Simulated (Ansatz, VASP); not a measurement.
# Two plane-wave programs on Ta4C3

```
Ta C
1.0
     1.70680    0.98542   10.16451
    -1.70680    0.98542   10.16451
     0.00000   -1.97084   10.16451
Ta C
4 3
Direct
  0.37337 0.37337 0.37337
  0.62446 0.62446 0.62446
  0.20962 0.20962 0.20962
  0.79440 0.79440 0.79440
  0.50259 0.50259 0.50259
  0.99602 0.99602 0.99602
  0.08454 0.08454 0.08454
```

Change from the starting cell: strain +0.1000 x Voigt [1, 1, 0, 0, 0, 0], atoms carried along.

Alike in both runs: task single point; functional PBEsol; k mesh 12 × 12 × 12; occupations gaussian, width 0.15 eV; no spin polarisation.

|  | VASP | Ansatz |
| --- | --- | --- |
| version | VASP 6.6.1 | Ansatz 0.2.0 |
| potentials or method | VASP PAW PBE potentials, release 64 (Ta_pv, C), cutoff 520 eV | scalar-relativistic, plane waves, PAW |
| valence electrons in the cell | 56 | 64 |

Ansatz gave:

| Item | Value |
| --- | --- |
| gap on the k mesh at the Fermi level (eV) | none |
| pressure (GPa) | -39.6 |
| traceless stress, the component that is largest in VASP (GPa) | 14.21 |
| rms of the force components (eV/Å) | 0.463 |

Question: What did VASP give for the same quantities?

Answer: gap on the k mesh at the Fermi level (eV): none; pressure (GPa): -39.3; traceless stress, the component that is largest in VASP (GPa): 14.12; rms of the force components (eV/Å): 0.457.

VASP's potentials were made for PBE, not for PBEsol. Atom by atom the forces differ by 0.007 eV/Å (rms over components). A gap of «none» marks a metal or a gap that the smearing closes. Both programs put the cell under strong tension, so it lies far from rest at this level. VASP's potentials hold 56 valence electrons a cell and Ansatz's 64, so a difference there can come from the potentials and not from the codes.

Neither program's run includes spin-orbit coupling. Noted on VASP's run: the cell as given lies far from equilibrium.
